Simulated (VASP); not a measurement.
A run of VASP 6.6.1 is set up as follows.

Contents of POSCAR:

```
P
1.0
    3.2728107451      0.0000000000      0.0000000000
   -1.6364053726      2.8343372471      0.0000000000
    0.0000000000      0.0000000000     26.1518814016
P
2
Direct
    0.3333333333      0.6666666667      0.3241110472
    0.6666666667      0.3333333333      0.3709036029
```

File INCAR.step1:

```
SYSTEM = P
  ALGO = Normal
  DIPOL = 0.5 0.5 0.348
  EDIFF = 1E-5
  EDIFFG = -0.005
  ENCUT = 500
  GGA = PE
  GGA_COMPAT = .FALSE.
  IBRION = 2
  IDIPOL = 3
  ISIF = 3
  ISMEAR = -1
  LASPH = .TRUE.
  LATTICE_CONSTRAINTS = .TRUE. .TRUE. .FALSE.
  LCHARG = .FALSE.
  LDIPOL = .TRUE.
  LREAL = .FALSE.
  LWAVE = .TRUE.
  NBANDS = 12
  NELM = 120
  NELMDL = -8
  NELMIN = 4
  NSW = 100
  PREC = Accurate
  SIGMA = 0.02
```

File INCAR.step2:

```
SYSTEM = P
  ALGO = Normal
  DIPOL = 0.5 0.5 0.348
  EDIFF = 1E-7
  EDIFFG = -0.005
  ENCUT = 500
  GGA = PE
  GGA_COMPAT = .FALSE.
  HFSCREEN = 0.2079
  IBRION = 2
  IDIPOL = 3
  ISIF = 3
  ISMEAR = -1
  ISTART = 1
  LASPH = .TRUE.
  LATTICE_CONSTRAINTS = .TRUE. .TRUE. .FALSE.
  LCHARG = .FALSE.
  LDIPOL = .TRUE.
  LHFCALC = .TRUE.
  LREAL = .FALSE.
  LWAVE = .FALSE.
  NELM = 120
  NELMIN = 4
  NSW = 80
  PREC = Accurate
  PRECFOCK = Normal
  SIGMA = 0.02
```

KPOINTS

```
k-points
0
G
  6 6 1
  0 0 0
```

Potentials or basis: VASP PAW PBE potentials, release 64 (P).

The run is started by

```bash
$ cat potpaw_PBE.64/P/POTCAR > POTCAR
$ cp INCAR.step1 INCAR
$ mpirun -np 1 vasp_std > vasp.out
$ cp INCAR.step2 INCAR
$ mpirun -np 1 vasp_std > vasp.out
```

(1) What does it give for the relaxed cell?

(2) Estimate the space group after relaxing (to 0.1 Å).

(3) Estimate the band gap on the k mesh.

Results:

(1) a = 3.257 Å, b = 3.257 Å, c = 26.152 Å, α = 90.00°, β = 90.00°, γ = 120.00°.

(2) P-3m1 (No. 164).

(3) 2.72 eV (least direct gap 2.99 eV).

Caveat: the relaxation moved the vacuum too, so the length across it says nothing of the material.
